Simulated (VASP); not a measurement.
# SiO2 (I-42d) in VASP: a series of runs, part 2 of 2

VASP 6.6.1.

### Step 3. Single point, PBE

The input, INCAR:

```
SYSTEM = SiO2
PREC = Accurate
ENCUT = 520
EDIFF = 1E-6
ISMEAR = -1
SIGMA = 0.001
LREAL = .FALSE.
LASPH = .TRUE.
NELM = 80
ALGO = Normal
ISIF = 2
LWAVE = .FALSE.
LCHARG = .TRUE.
GGA = PE
LELF = .TRUE.
LVHAR = .TRUE.
NBANDS = 25
ISYM = 0
```

The input, KPOINTS:

```
Automatic mesh
0
G
  5 5 6
  0 0 0
```

The input, POSCAR:

```
SiO2
1.0
   -2.3740500000      2.3740500000      3.7440000000
    2.3740500000     -2.3740500000      3.7440000000
    2.3740500000      2.3740500000     -3.7440000000
Si O
2 4
Direct
    0.0000000000      0.0000000000      0.0000000000
    0.7500000000      0.2500000000      0.5000000000
    0.9983800000      0.6250000000      0.8733800000
    0.3750000000      0.2483800000      0.3733800000
    0.7516200000      0.1250000000      0.1266200000
    0.8750000000      0.0016200000      0.6266200000
```

Potentials or basis: VASP PAW PBE potentials, release 64 (Si, O).

Started as:

```sh
> cat potpaw_PBE.64/Si/POTCAR potpaw_PBE.64/O/POTCAR > POTCAR
> mpirun -np 1 vasp_std > vasp.out
```

OUTCAR:

```text
SYSTEM = SiO2
   PREC = Accurate
   ENCUT = 520
   EDIFF = 1E-6
   ISMEAR = -1
   LREAL = .FALSE.
   LASPH = .TRUE.
   NELM = 80
   ISIF = 2
   GGA = PE
   ISYM = 0

 ion  position               nearest neighbor table
   1  0.000  0.000  0.000-   3 1.62   4 1.62   5 1.62   6 1.62   2 3.02   2 3.02   2 3.02   2 3.02

   2  0.750  0.250  0.500-   3 1.62   4 1.62   5 1.62   6 1.62   1 3.02   1 3.02   1 3.02   1 3.02

   3  0.998  0.625  0.873-   1 1.62   2 1.62
   4  0.375  0.248  0.373-   1 1.62   2 1.62
   5  0.752  0.125  0.127-   1 1.62   2 1.62
   6  0.875  0.002  0.627-   1 1.62   2 1.62

IMPORTANT INFORMATION: All symmetrisations will be switched off!
NOSYMM: (Re-)initialisation of all symmetry stuff for point group C_1.

----------------------------------------------------------------------------------------

                                     Primitive cell

  volume of cell :      84.4064

  direct lattice vectors                    reciprocal lattice vectors
    -2.374050000  2.374050000  3.744000000     0.000000000  0.210610560  0.133547009
     2.374050000 -2.374050000  3.744000000     0.210610560  0.000000000  0.133547009
     2.374050000  2.374050000 -3.744000000     0.210610560  0.210610560  0.000000000

  length of vectors
     5.028892801  5.028892801  5.028892801     0.249382460  0.249382460  0.297848310

  position of ions in fractional coordinates (direct lattice)
     0.000000000  0.000000000  0.000000000
     0.750000000  0.250000000  0.500000000
     0.998380000  0.625000000  0.873380000
     0.375000000  0.248380000  0.373380000
     0.751620000  0.125000000  0.126620000
     0.875000000  0.001620000  0.626620000

  ion indices of the primitive-cell ions
   primitive index   ion index
                 1           1
                 2           2
                 3           3
                 4           4
                 5           5
                 6           6

----------------------------------------------------------------------------------------

 KPOINTS: Automatic mesh

Automatic generation of k-mesh.
 Grid dimensions read from file:
 generate k-points for:    5    5    6

 Generating k-lattice:

  Cartesian coordinates                     Fractional coordinates (reciprocal lattice)
     0.000000000  0.042122112  0.026709402     0.200000000  0.000000000  0.000000000
     0.042122112  0.000000000  0.026709402     0.000000000  0.200000000  0.000000000
     0.035101760  0.035101760  0.000000000     0.000000000  0.000000000  0.166666667

  Length of vectors
     0.049876492  0.049876492  0.049641385

  Shift w.r.t. Gamma in fractional coordinates (k-lattice)
     0.000000000  0.000000000  0.000000000

 -----------------------------------------------------------------------------
|                                                                             |
|           W    W    AA    RRRRR   N    N  II  N    N   GGGG   !!!           |
|           W    W   A  A   R    R  NN   N  II  NN   N  G    G  !!!           |
|           W    W  A    A  R    R  N N  N  II  N N  N  G       !!!           |
|           W WW W  AAAAAA  RRRRR   N  N N  II  N  N N  G  GGG   !            |
|           WW  WW  A    A  R   R   N   NN  II  N   NN  G    G                |
|           W    W  A    A  R    R  N    N  II  N    N   GGGG   !!!           |
[... 15 lines left out ...]
 ===========================================

 Found     76 irreducible k-points:

 Following reciprocal coordinates:
            Coordinates               Weight
  0.000000  0.000000  0.000000      1.000000
  0.200000  0.000000 -0.000000      2.000000
  0.400000  0.000000 -0.000000      2.000000
  0.000000  0.200000 -0.000000      2.000000
  0.200000  0.200000 -0.000000      2.000000
  0.400000  0.200000 -0.000000      2.000000
[... 16 lines left out ...]
 -0.200000  0.200000  0.166667      2.000000
  0.000000  0.400000  0.166667      2.000000
 [... further k-points ...]
   k-points           NKPTS =     76   k-points in BZ     NKDIM =     76   number of bands    NBANDS=     25
   number of dos      NEDOS =    301   number of ions     NIONS =      6
   total plane-waves  NPLWV =  64000
   dimension x,y,z NGX =    40 NGY =   40 NGZ =   40
   dimension x,y,z NGXF=    80 NGYF=   80 NGZF=   80
   ions per type =               2   4
   NGX,Y,Z   is equivalent  to a cutoff of  13.22, 13.22, 13.22 a.u.
   NGXF,Y,Z  is equivalent  to a cutoff of  26.45, 26.45, 26.45 a.u.
 SYSTEM =  SiO2
   PREC   = accura    normal or accurate (medium, high low for compatibility)
   ISTART =      0    job   : 0-new  1-cont  2-samecut
   ICHARG =      2    charge: 1-file 2-atom 10-const
   ISPIN  =      1    spin polarized calculation?
   LNONCOLLINEAR =      F non collinear calculations
   LSORBIT =      F    spin-orbit coupling
   LASPH  =      T    aspherical Exc in radial PAW
   ENCUT  =  520.0 eV  38.22 Ry    6.18 a.u.   9.35  9.35  9.35*2*pi/ulx,y,z
   NELM   =     80;   NELMIN=  2; NELMDL= -5     # of ELM steps
   EDIFF  = 0.1E-05   stopping-criterion for ELM
   LREAL  =      F    real-space projection
   EDIFFG = 0.1E-04   stopping-criterion for IOM
   NSW    =      0    number of steps for IOM
   IBRION =     -1    ionic relax: 0-MD 1-quasi-New 2-CG
   NFREE  =      0    steps in history (QN), initial steepest desc. (CG)
   ISIF   =      2    stress and relaxation
   ISYM   =      0    0-nonsym 1-usesym 2-fastsym
   POTIM  = 0.5000    time-step for ionic-motion
   TEBEG  =    0.0;   TEEND  =   0.0 temperature during run
   PSTRESS=    0.0 pullay stress
   NELECT =      32.0000    total number of electrons
   NUPDOWN=      -1.0000    fix difference up-down
   EMIN   =  10.00;   EMAX   =-10.00  energy-range for DOS
   EFERMI =   0.00;   METHOD = LEGACY
   ISMEAR =    -1;   SIGMA  =   0.00  broadening in eV -4-tet -1-fermi 0-gaus
   EFERMI_NEDOS =   21; number of points for ismear=-14 and -15
   IALGO  =     38    algorithm
   IMIX   =      4    mixing-type and parameters
     AMIX     =   0.40;   BMIX     =  1.00
     AMIX_MAG =   1.60;   BMIX_MAG =  1.00
  volume/ion in A,a.u.               =      14.07        94.93
  Fermi-wavevector in a.u.,A,eV,Ry     =   1.184858  2.239057 19.101062  1.403888
  Thomas-Fermi vector in A             =   2.321064
   LORBIT       =      0    0 simple, 1 ext, 2 COOP (PROOUT), +10 PAW based schemes
   GGA     = PE    functional components
   LHFCALC =     F    Hartree Fock is set to
   AEXX    =    0.0000 exact exchange contribution
   IVDW    =     0    specifies the selected vdW correction
   LEPSILON=     F    determine dielectric tensor
   LRPA    =     F    only Hartree local field effects (RPA)
 non-spin polarized calculation
  energy-cutoff  :      520.00
  volume of cell :       84.41
 maximum number of plane-waves:      2317
 NGX is ok and might be reduce to    40
   NGX = 19   NGY = 19   NGZ = 19

 number of electron      32.0000012 magnetization

 Free energy of the ion-electron system (eV)
  ---------------------------------------------------
  ext. energy  EPLUGINS =         0.00000000
  ---------------------------------------------------
  free energy    TOTEN  =       -47.39097310 eV

  energy without entropy =      -47.39097310  energy(sigma->0) =      -47.39097310

 E-fermi :  -0.0472     XC(G=0):  -8.5478

 val. band max:       -0.1221738532   @ k =   0.0000   0.0000   0.0000
 cond. band min:       5.9196402755   @ k =   0.0000   0.0000   0.0000
 fundamental gap:      6.0418141287
 Fermi energy:        -0.0471965016

 k-point     1 :       0.0000    0.0000    0.0000
  band No.  band energies     occupation
      1     -19.2257      2.00000
      2     -17.1136      2.00000
      3     -17.0936      2.00000
      4     -17.0936      2.00000
      5      -8.9117      2.00000
      6      -5.3831      2.00000
[... 661 lines left out ...]
     24      13.0245      0.00000
     25      13.8129      0.00000

 [... further k-points ...]
[... 5 lines left out ...]
  --------------------------------------------------------------------------------------
  -------------------------------------------------------------------------------------
  Total        2.2735190      2.2735205      1.2857300     -0.0000461      0.0000021      0.0000046
  in kB       43.1552481     43.1552769     24.4053375     -0.0008746      0.0000401      0.0000875
  external PRESSURE =      36.9052875 kB  Pullay stress =       0.0000000 kB

 VOLUME and BASIS-vectors are now :
 -----------------------------------------------------------------------------
  energy-cutoff  :      520.00
  volume of cell :       84.41
      direct lattice vectors                 reciprocal lattice vectors
    -2.374050000  2.374050000  3.744000000     0.000000000  0.210610560  0.133547009
     2.374050000 -2.374050000  3.744000000     0.210610560  0.000000000  0.133547009
     2.374050000  2.374050000 -3.744000000     0.210610560  0.210610560  0.000000000

 POSITION                                       TOTAL-FORCE (eV/Angst)
 -----------------------------------------------------------------------------------
      0.00000      0.00000      0.00000         0.000002      0.000003      0.000003
      0.00000      2.37405      1.87200         0.000006      0.000000      0.000002
      1.18702      2.95987      2.80800        -0.000004      0.132928     -0.000001
      0.58582      1.18702      0.93600         0.132932     -0.000007     -0.000001
     -1.18702      1.78823      2.80800         0.000004     -0.132924      0.000001
     -0.58582      3.56107      0.93600        -0.132940     -0.000000     -0.000004
 -----------------------------------------------------------------------------------
    total drift:                               -0.000019      0.000001      0.000002

  FREE ENERGIE OF THE ION-ELECTRON SYSTEM (eV)
  ---------------------------------------------------
  free  energy   TOTEN  =       -47.3909731000 eV

  energy  without entropy=      -47.3909731000  energy(sigma->0) =      -47.39097310
```

Wall time 2.8 min (1 thread of Intel Xeon Platinum 8259CL at 2.50GHz (Skylake/Cascade Lake), shared host); peak memory 0.3 GiB.

Results:

```
Free energy            : -47.3910 eV
Pressure               : 3.7 GPa
Largest force          : 0.133 eV/Å
Band gap on the k mesh : 6.04 eV, direct
```

Forces in eV/Å, atoms in the order of the input:
```
Si   0.000  0.000  0.000
Si   0.000  0.000  0.000
O    0.000  0.133  0.000
O    0.133  0.000  0.000
O    0.000 -0.133  0.000
O   -0.133  0.000  0.000
```

Levels at points of the mesh, in eV from the valence-band top:
| k point | band 13 | band 14 | band 15 | band 16 | band 17 | band 18 | band 19 | band 20 |
| --- | --- | --- | --- | --- | --- | --- | --- | --- |
| (0.00, 0.00, 0.00) | -1.32 | -1.03 | 0.00 | 0.00 | 6.04 | 8.71 | 11.33 | 11.33 |
| (0.00, 0.00, 0.50) | -0.74 | -0.74 | -0.24 | -0.24 | 9.49 | 9.49 | 10.16 | 10.16 |
